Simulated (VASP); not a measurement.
Wanted: the native input for a VASP 6.6.1 run.

```yaml
Task: single point
Functional: PBE
Potentials_or_basis: VASP PAW PBE potentials, release 64 (Nd_3, Sc_sv, Cl), 4f in core
Cutoff: 500 eV
k_mesh: 6 × 6 × 2
Occupations: gaussian, width 0.1 eV
Spin: no spin polarisation
Dipole_correction: no
Mended: yes
Further_INCAR_settings: ALGO = Normal; EDIFF = 1e-06; NBANDS = 32
```

The structure of Nd2ScCl2 lies in POSCAR:

```
Nd2ScCl2
1.0
    4.7876269937      0.0000000000      0.0000000000
   -2.3938134969      4.1462066004      0.0000000000
    0.0000000000      0.0000000000      7.4767330011
Nd Sc Cl
2 1 2
Direct
    0.3333333333      0.6666666667      0.6730697133
    0.6666666667      0.3333333333      0.3269302867
    0.0000000000      0.0000000000      0.0000000000
    0.3333333333      0.6666666667      0.2931724802
    0.6666666667      0.3333333333      0.7068275198
```

The cell was built from a structure type or drawn by symmetry, and may not be a known phase.

One way to write it, as run:

INCAR

```
SYSTEM = Nd2ScCl2
ALGO = Normal
EDIFF = 1E-6
ENCUT = 500
GGA = PE
GGA_COMPAT = .False.
ISIF = 2
ISMEAR = 0
LASPH = .True.
LCHARG = .True.
LELF = .True.
LMAXMIX = 6
LREAL = .False.
LVHAR = .True.
LWAVE = .False.
NBANDS = 32
NELM = 200
PREC = Accurate
SIGMA = 0.1
```

KPOINTS

```
k-points
0
Gamma
  6 6 2
  0 0 0
```

Potentials or basis: VASP PAW PBE potentials, release 64 (Nd_3, Sc_sv, Cl), 4f in core.

Command:

```sh
$ cat potpaw_PBE.64/Nd_3/POTCAR potpaw_PBE.64/Sc_sv/POTCAR potpaw_PBE.64/Cl/POTCAR > POTCAR
$ mpirun -np 1 vasp_std > vasp.out
```

It gave:

- Pressure: 0.0 GPa
- Largest force: 0.037 eV/Å
- Band gap on the k mesh: zero (an odd number of electrons rules out a gap without spin polarisation)

Caveat: the k points lie up to 0.42 Å⁻¹ apart, too coarse for converged energies and pressures of a metal; spin-orbit coupling is left out, which moves the levels of the heavy elements; the 4f electrons are frozen in the core, so they carry no moment and show no levels; an odd number of electrons without spin polarisation forces a metal; a magnetic or distorted state may lie lower; the run has no spin polarisation, though such a crystal can be magnetic.

It took 40 s on 1 thread of AMD EPYC 9R45 96-Core Processor (Zen 5), on a shared host, peak memory 0.25 GiB.
